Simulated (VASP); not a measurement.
## ScAl: single point with r2SCAN

Crystal: ScAl.

```
CELL_PARAMETERS angstrom
3.57124 0.00000 0.00000
0.00000 3.57124 0.00000
0.00000 0.00000 3.57124
ATOMIC_POSITIONS crystal
Sc 0.50000 0.50000 0.50000
Al 0.00000 0.00000 0.00000
```

This cell differs from its parent crystal: equal strain along all axes, cell held: +6.0 %.

* Program: VASP 6.6.1
* Task: single point
* Functional: r2SCAN
* Potentials or basis: VASP PAW PBE potentials, release 64 (Sc_sv, Al)
* Cutoff: 520 eV
* k mesh: 16 × 16 × 16
* Occupations: gaussian, width 0.1 eV
* Spin: no spin polarisation

```json
{
  "Pressure": "-9.9 GPa",
  "Band gap on the k mesh": "zero (bands 7 and 8 overlap by 1.46 eV)"
}
```

Levels at points of the mesh, in eV from the Fermi level:
```
           k point  band 4  band 5  band 6  band 7  band 8  band 9  band 10  band 11
(0.00, 0.00, 0.00)  -29.77   -8.36   -0.47   -0.47    2.41    2.41     2.41     3.19
(0.50, 0.00, 0.00)  -29.76   -5.87   -4.49    0.34    0.74    0.74     2.59     3.23
(0.50, 0.50, 0.00)  -29.75   -4.65   -2.09   -2.09   -0.80    1.46     1.46     3.14
(0.50, 0.50, 0.50)  -29.84   -2.33   -2.33   -2.33   -1.09    2.43     2.43     2.43
```

Run time: 110 s on 1 thread of Intel(R) Xeon(R) 6975P-C (Granite Rapids) (shared host), peak memory 0.24 GiB.

Caveat: the cell differs from its parent crystal (equal strain along all axes, cell held: +6.0 %); the cell stands under tension; the PAW data sets were made with another functional, which shifts forces and pressure a little.
